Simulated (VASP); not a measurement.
Here is a VASP 6.6.1 calculation.

The input INCAR:

```
PREC = Accurate
ENCUT = 520
EDIFF = 1E-6
ISMEAR = 0
SIGMA = 0.1
LREAL = False
LASPH = True
NELM = 150
ALGO = Normal
ISIF = 2
LWAVE = False
LCHARG = False
ISPIN = 2
MAGMOM = 1.44 1.44 0 0 0
LORBIT = 11
LMAXMIX = 4
GGA = PE
NBANDS = 38
```

KPOINTS

```
Automatic mesh
0
Gamma
  12 12 4
```

Contents of POSCAR:

```
V2GeO2
1.0
    3.0676139559      0.0000000000      0.0000000000
   -1.5338069779      2.6566316149      0.0000000000
    0.0000000000      0.0000000000      8.6934491583
V Ge O
2 1 2
Direct
    0.3333333333      0.6666666667      0.2394402925
    0.6666666667      0.3333333333      0.7605597075
    0.0000000000      0.0000000000      0.0000000000
    0.6666666667      0.3333333333      0.3220415745
    0.3333333333      0.6666666667      0.6779584255
```

Potentials or basis: VASP PAW PBE potentials, release 64 (V_sv, Ge_d, O).

The run is started by

```bash
$ cat potpaw_PBE.64/V_sv/POTCAR potpaw_PBE.64/Ge_d/POTCAR potpaw_PBE.64/O/POTCAR > POTCAR
$ mpirun -np 1 vasp_std > vasp.out
```

Question: Predict the net moment.

Answer: 3.58 μB per cell.

Question: Predict the pressure.

Answer: 0.6 GPa.

Question: Estimate the largest force.

Answer: 0.065 eV/Å.

Forces on the atoms (eV/Å):
```
V    0.000  0.000 -0.057
V    0.000  0.000  0.057
Ge   0.000  0.000  0.000
O    0.000  0.000  0.065
O    0.000  0.000 -0.065
```
